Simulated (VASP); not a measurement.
The system is NaF2.

```
Na F
1.0
     3.44892    0.00000    0.00000
    -1.72446    2.98685    0.00000
     0.00000    0.00000    5.34583
Na F
1 2
Direct
  0.00000 0.00000 0.00000
  0.33333 0.66667 0.25000
  0.66667 0.33333 0.75000
```

This cell differs from its parent crystal: atoms taken out.

- Program: VASP 6.6.1
- Task: relaxation of cell and atoms
- Functional: PBE
- Potentials or basis: VASP PAW PBE potentials, release 64 (Na_pv, F)
- Cutoff: 600 eV
- k mesh: 6 × 6 × 4
- Occupations: gaussian, width 0.1 eV
- Spin: collinear spin
- Starting moments: [0.0, 1.0, 1.0] μB

At the start: pressure -2.0 GPa; volume 18.36 Å³/atom.

Problem. How do energy, volume and symmetry change on relaxing?

Solution. Over 16 steps the energy falls by 146.9 meV/atom and the volume is 14.04 Å³/atom (-23.5 %); space group P-3m1 (No. 164, to 0.1 Å) before and after; moment 1.00 μB per cell.

The path:
| step | energy change (eV) | largest force (eV/Å) | pressure (GPa) | volume (Å³) |
| --- | --- | --- | --- | --- |
| 1 | 0.0000 | 0.5917 | -2.04 | 55.07 |
| 2 | -0.1070 | 0.4808 | -1.37 | 53.20 |
| 3 | -0.2681 | 0.1418 | 0.54 | 49.12 |
| 4 | -0.2131 | 0.8169 | 7.41 | 40.84 |
| 5 | -0.3158 | 0.1461 | 2.31 | 45.99 |
| 6 | -0.3781 | 0.0944 | 0.55 | 47.56 |
| 7 | -0.3968 | 0.0571 | -1.09 | 49.26 |
| 8 | -0.3974 | 0.0626 | -0.81 | 48.95 |
| 9 | -0.4048 | 0.0938 | -0.68 | 48.06 |
| 10 | -0.4187 | 0.1786 | -0.17 | 45.41 |
| 11 | -0.4197 | 0.2132 | 0.14 | 44.13 |
| 12 | -0.4269 | 0.1685 | 0.04 | 43.45 |
| 13 | -0.4316 | 0.0604 | -0.02 | 41.96 |
| 14 | -0.4320 | 0.0818 | -0.02 | 42.24 |
| 15 | -0.4371 | 0.0541 | 0.08 | 42.20 |
| 16 | -0.4406 | 0.0046 | 0.24 | 42.11 |

Final structure:
```yaml
crystal:
  lattice:
    - [3.64021, 0.00000, 0.00000]
    - [-1.82011, 3.15252, 0.00000]
    - [0.00000, 0.00000, 3.66938]
  atoms:
    - { symbol: Na, position: [0.00000, 0.00000, 0.00000] }
    - { symbol: F, position: [0.33333, 0.66667, 0.25813] }
    - { symbol: F, position: [0.66667, 0.33333, 0.74187] }
```

Caveat: the cell differs from its parent crystal (atoms taken out); the volume moved by over 15 % at a fixed basis, so the end points are rough.
